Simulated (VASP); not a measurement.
# Ru (Fm-3m) in VASP: settings compared

The runs below take Ru through single point, with LDA, PBE+D4, PBEsol+D3(BJ).

All numbers are computed with VASP 6.6.1; they aren't measurements. Logs are shortened: lines on timing, memory, paths and dates and some standing lists are left out, and cuts for length are marked.

### 1 The cell of the first run

Symmetry: Fm-3m, No. 225, cubic system. Conventional cell: a = 3.725 Å, b = 3.725 Å, c = 3.725 Å, α = 90.00°, β = 90.00°, γ = 90.00°. Ru (site symmetry m-3m) has 12 Ru at 2.63 Å within 3.5 Å.

This isn't the form of Ru at room conditions, which is hcp.

### 2 Single point, LDA

INCAR reads:

```
PREC     = Accurate       # precision mode
ENCUT    = 520            # plane-wave cutoff, eV
EDIFF    = 1E-6           # SCF threshold, eV
ISMEAR   = 0              # smearing method
SIGMA    = 0.15           # smearing width, eV
LREAL    = F              # projectors in reciprocal space
LASPH    = T              # aspherical terms in the spheres
NELM     = 100            # most SCF steps
ALGO     = Normal         # electronic algorithm
ISIF     = 2              # what is computed and relaxed
LWAVE    = F              # write WAVECAR
LCHARG   = F              # write CHGCAR
NBANDS   = 13             # bands
```

KPOINTS reads:

```
Automatic mesh
0
Gamma
  8 8 8
```

POSCAR reads:

```
Ru
1.0
    0.0000000000      1.8625076022      1.8625076022
    1.8625076022      0.0000000000      1.8625076022
    1.8625076022      1.8625076022      0.0000000000
Ru
1
Direct
    0.0000000000      0.0000000000      0.0000000000
```

Potentials or basis: VASP PAW LDA potentials, release 64 (Ru_pv).

Command:

```console
$ cat potpaw_LDA.64/Ru_pv/POTCAR > POTCAR
$ mpirun -np 1 vasp_std > vasp.out
```

OUTCAR:

```text
PREC = Accurate
   ENCUT = 520
   EDIFF = 1E-6
   ISMEAR = 0
   LREAL = F
   LASPH = T
   NELM = 100
   ISIF = 2

 ion  position               nearest neighbor table
   1  0.000  0.000  0.000-

  LATTYP: Found a face centered cubic cell.
 ALAT       =     3.7250152044

  Lattice vectors:

 A1 = (   0.0000000000,   1.8625076022,   1.8625076022)
 A2 = (   1.8625076022,   0.0000000000,   1.8625076022)
 A3 = (   1.8625076022,   1.8625076022,   0.0000000000)

Analysis of symmetry for initial positions (statically):
=====================================================================
 Subroutine PRICEL returns:
 Original cell was already a primitive cell.

 Routine SETGRP: Setting up the symmetry group for a
 face centered cubic supercell.

 Subroutine GETGRP returns: Found 48 space group operations
 (whereof 48 operations were pure point group operations)
 out of a pool of 48 trial point group operations.

The static configuration has the point symmetry O_h .

Analysis of symmetry for dynamics (positions and initial velocities):
=====================================================================
 Subroutine PRICEL returns:
 Original cell was already a primitive cell.

 Routine SETGRP: Setting up the symmetry group for a
 face centered cubic supercell.

 Subroutine GETGRP returns: Found 48 space group operations
 (whereof 48 operations were pure point group operations)
 out of a pool of 48 trial point group operations.

The dynamic configuration has the point symmetry O_h .

 Subroutine INISYM returns: Found 48 space group operations
 (whereof 48 operations are pure point group operations),
 and found     1 'primitive' translations

----------------------------------------------------------------------------------------

                                     Primitive cell

  volume of cell :      12.9218

  direct lattice vectors                    reciprocal lattice vectors
     0.000000000  1.862507602  1.862507602    -0.268455280  0.268455280  0.268455280
     1.862507602  0.000000000  1.862507602     0.268455280 -0.268455280  0.268455280
     1.862507602  1.862507602  0.000000000     0.268455280  0.268455280 -0.268455280

  length of vectors
     2.633983511  2.633983511  2.633983511     0.464978185  0.464978185  0.464978185

  position of ions in fractional coordinates (direct lattice)
     0.000000000  0.000000000  0.000000000

  ion indices of the primitive-cell ions
   primitive index   ion index
                 1           1

----------------------------------------------------------------------------------------

 KPOINTS: Automatic mesh

Automatic generation of k-mesh.
 Grid dimensions read from file:
 generate k-points for:    8    8    8

 Generating k-lattice:

  Cartesian coordinates                     Fractional coordinates (reciprocal lattice)
    -0.033556910  0.033556910  0.033556910     0.125000000  0.000000000  0.000000000
     0.033556910 -0.033556910  0.033556910     0.000000000  0.125000000  0.000000000
     0.033556910  0.033556910 -0.033556910     0.000000000  0.000000000  0.125000000

  Length of vectors
     0.058122273  0.058122273  0.058122273

  Shift w.r.t. Gamma in fractional coordinates (k-lattice)
     0.000000000  0.000000000  0.000000000

 Subroutine IBZKPT returns following result:
 ===========================================

 Found     29 irreducible k-points:

 Following reciprocal coordinates:
            Coordinates               Weight
  0.000000  0.000000  0.000000      1.000000
  0.125000  0.000000  0.000000      8.000000
  0.250000  0.000000  0.000000      8.000000
  0.375000  0.000000  0.000000      8.000000
  0.500000  0.000000  0.000000      4.000000
  0.125000  0.125000  0.000000      6.000000
[... 16 lines left out ...]
  0.500000  0.250000  0.125000     48.000000
 -0.375000  0.250000  0.125000     24.000000
 [... further k-points ...]
   k-points           NKPTS =     29   k-points in BZ     NKDIM =     29   number of bands    NBANDS=     13
   number of dos      NEDOS =    301   number of ions     NIONS =      1
   total plane-waves  NPLWV =   8000
   dimension x,y,z NGX =    20 NGY =   20 NGZ =   20
   dimension x,y,z NGXF=    40 NGYF=   40 NGZF=   40
   ions per type =               1
   NGX,Y,Z   is equivalent  to a cutoff of  12.62, 12.62, 12.62 a.u.
   NGXF,Y,Z  is equivalent  to a cutoff of  25.25, 25.25, 25.25 a.u.
 SYSTEM =  unknown system
   PREC   = accura    normal or accurate (medium, high low for compatibility)
   ISTART =      0    job   : 0-new  1-cont  2-samecut
   ICHARG =      2    charge: 1-file 2-atom 10-const
   ISPIN  =      1    spin polarized calculation?
   LNONCOLLINEAR =      F non collinear calculations
   LSORBIT =      F    spin-orbit coupling
   LASPH  =      T    aspherical Exc in radial PAW
   ENCUT  =  520.0 eV  38.22 Ry    6.18 a.u.   4.90  4.90  4.90*2*pi/ulx,y,z
   NELM   =    100;   NELMIN=  2; NELMDL= -5     # of ELM steps
   EDIFF  = 0.1E-05   stopping-criterion for ELM
   LREAL  =      F    real-space projection
[... 7 lines left out ...]
   TEBEG  =    0.0;   TEEND  =   0.0 temperature during run
   PSTRESS=    0.0 pullay stress
   NELECT =      14.0000    total number of electrons
   NUPDOWN=      -1.0000    fix difference up-down
   EMIN   =  10.00;   EMAX   =-10.00  energy-range for DOS
   EFERMI =   0.00;   METHOD = LEGACY
   ISMEAR =     0;   SIGMA  =   0.15  broadening in eV -4-tet -1-fermi 0-gaus
   EFERMI_NEDOS =   21; number of points for ismear=-14 and -15
   IALGO  =     38    algorithm
   IMIX   =      4    mixing-type and parameters
     AMIX     =   0.40;   BMIX     =  1.00
     AMIX_MAG =   1.60;   BMIX_MAG =  1.00
  volume/ion in A,a.u.               =      12.92        87.20
  Fermi-wavevector in a.u.,A,eV,Ry     =   1.681420  3.177422 38.466012  2.827172
  Thomas-Fermi vector in A             =   2.764980
   LORBIT       =      0    0 simple, 1 ext, 2 COOP (PROOUT), +10 PAW based schemes
   GGA     = CA    functional components
   LHFCALC =     F    Hartree Fock is set to
   AEXX    =    0.0000 exact exchange contribution
   IVDW    =     0    specifies the selected vdW correction
   LEPSILON=     F    determine dielectric tensor
   LRPA    =     F    only Hartree local field effects (RPA)
 non-spin polarized calculation
 Gauss-broadening in eV      SIGMA  =   0.15
  energy-cutoff  :      520.00
  volume of cell :       12.92
 maximum number of plane-waves:       360
   NGX =  9   NGY =  9   NGZ =  9

 number of electron      14.0000000 magnetization

 Free energy of the ion-electron system (eV)
  ---------------------------------------------------
  ext. energy  EPLUGINS =         0.00000000
  ---------------------------------------------------
  free energy    TOTEN  =       -10.61608668 eV

  energy without entropy =      -10.60832059  energy(sigma->0) =      -10.61220363

 E-fermi :  13.4292     XC(G=0): -14.6835

 val. band max:       13.4170323833   @ k =   0.0000   0.0000   0.0000
 cond. band min:      13.5813866021   @ k =   0.2500   0.0000   0.0000
 fundamental gap:      0.1643542188
 Fermi energy:        13.4292496160

 k-point     1 :       0.0000    0.0000    0.0000
  band No.  band energies     occupation
      1     -28.6714      2.00000
      2     -28.6714      2.00000
      3     -28.6714      2.00000
      4       5.3037      2.00000
      5      10.7456      2.00000
      6      10.7456      2.00000
      7      10.7456      2.00000
      8      13.4170      1.09170
      9      13.4170      1.09170
     10      23.6178      0.00000
     11      28.5103      0.00000
     12      34.4806      0.00000
     13      34.4806      0.00000

 k-point     2 :       0.1250    0.0000    0.0000
  band No.  band energies     occupation
      1     -28.8686      2.00000
      2     -28.6968      2.00000
      3     -28.6968      2.00000
      4       5.9736      2.00000
      5      10.4282      2.00000
      6      11.0101      2.00000
      7      11.0101      2.00000
      8      13.2663      1.87547
      9      13.2663      1.87547
     10      23.6177      0.00000
     11      29.6319      0.00000
     12      32.1247      0.00000
     13      35.6312      0.00000

 k-point     3 :       0.2500    0.0000    0.0000
  band No.  band energies     occupation
      1     -29.3301      2.00000
      2     -28.7573      2.00000
      3     -28.7573      2.00000
      4       7.1828      2.00000
      5      10.5363      2.00000
      6      11.1769      2.00000
      7      11.1769      2.00000
      8      13.5814      0.15147
      9      13.5814      0.15147
     10      23.6175      0.00000
     11      28.8874      0.00000
     12      31.3061      0.00000
     13      38.6266      0.00000

 k-point     4 :       0.3750    0.0000    0.0000
  band No.  band energies     occupation
      1     -29.7731      2.00000
      2     -28.8172      2.00000
      3     -28.8172      2.00000
      4       7.2236      2.00000
      5      10.8083      2.00000
      6      10.8083      2.00000
      7      12.8083      2.00000
      8      14.7776      0.00000
      9      14.7776      0.00000
     10      23.6163      0.00000
     11      26.1384      0.00000
     12      29.3396      0.00000
     13      36.7542      0.00000

 k-point     5 :       0.5000    0.0000    0.0000
  band No.  band energies     occupation
      1     -29.9516      2.00000
      2     -28.8418      2.00000
      3     -28.8418      2.00000
      4       7.0514      2.00000
      5      10.6074      2.00000
      6      10.6074      2.00000
      7      14.6175      0.00000
      8      15.4582      0.00000
      9      15.4582      0.00000
     10      23.6094      0.00000
     11      24.2803      0.00000
     12      28.1497      0.00000
     13      35.0447      0.00000
[... 257 lines left out ...]
 k-point    22 :       0.3750    0.2500    0.1250
  band No.  band energies     occupation
      1     -29.4382      2.00000
      2     -28.9960      2.00000
      3     -28.8367      2.00000
      4       8.4137      2.00000
      5       9.0629      2.00000
      6      10.6762      2.00000
      7      12.7685      2.00000
      8      12.9590      1.99999
      9      15.5988      0.00000
     10      23.6174      0.00000
     11      29.8425      0.00000
     12      32.0901      0.00000
     13      33.8834      0.00000

 k-point    23 :       0.5000    0.2500    0.1250
  band No.  band energies     occupation
      1     -29.6758      2.00000
      2     -29.1375      2.00000
      3     -28.9100      2.00000
      4       8.4719      2.00000
      5       9.6091      2.00000
      6      10.3619      2.00000
      7      12.4022      2.00000
      8      14.4765      0.00000
      9      18.1214      0.00000
     10      23.6167      0.00000
     11      26.6432      0.00000
     12      30.5597      0.00000
     13      31.9207      0.00000

 k-point    24 :      -0.3750    0.2500    0.1250
  band No.  band energies     occupation
      1     -29.7774      2.00000
      2     -29.1816      2.00000
      3     -28.9497      2.00000
      4       8.3961      2.00000
      5       9.2985      2.00000
      6      11.2344      2.00000
      7      12.0376      2.00000
      8      15.1749      0.00000
      9      20.2819      0.00000
     10      23.5738      0.00000
     11      23.7328      0.00000
     12      30.2634      0.00000
     13      31.6580      0.00000

 [... further k-points ...]
[... 5 lines left out ...]
  --------------------------------------------------------------------------------------
  -------------------------------------------------------------------------------------
  Total        0.5080726      0.5080726      0.5080726     -0.0000000      0.0000000     -0.0000000
  in kB       62.9958919     62.9958919     62.9958919     -0.0000000      0.0000000     -0.0000000
  external PRESSURE =      62.9958919 kB  Pullay stress =       0.0000000 kB

 VOLUME and BASIS-vectors are now :
 -----------------------------------------------------------------------------
  energy-cutoff  :      520.00
  volume of cell :       12.92
      direct lattice vectors                 reciprocal lattice vectors
     0.000000000  1.862507602  1.862507602    -0.268455280  0.268455280  0.268455280
     1.862507602  0.000000000  1.862507602     0.268455280 -0.268455280  0.268455280
     1.862507602  1.862507602  0.000000000     0.268455280  0.268455280 -0.268455280

 POSITION                                       TOTAL-FORCE (eV/Angst)
 -----------------------------------------------------------------------------------
      0.00000      0.00000      0.00000         0.000000      0.000000      0.000000
 -----------------------------------------------------------------------------------
    total drift:                               -0.000000     -0.000000     -0.000000

  FREE ENERGIE OF THE ION-ELECTRON SYSTEM (eV)
  ---------------------------------------------------
  free  energy   TOTEN  =       -10.6160866804 eV

  energy  without entropy=      -10.6083205870  energy(sigma->0) =      -10.61220363
```

It took 2.9 s on 1 thread of AMD EPYC 9R45 (Zen 5), shared host; peak memory 0.09 GiB.

Results:

```yaml
Free_energy: -10.6161 eV
Pressure: 6.3 GPa
Band_gap_on_the_k_mesh: zero (bands 7 and 8 overlap by 3.43 eV)
```

Caveat: the k points lie up to 0.37 Å⁻¹ apart, too coarse for converged energies and pressures of a metal.

(Continued in part 2 of 2.)

The gap in the log of VASP goes by the Fermi energy; the results here count the filled bands.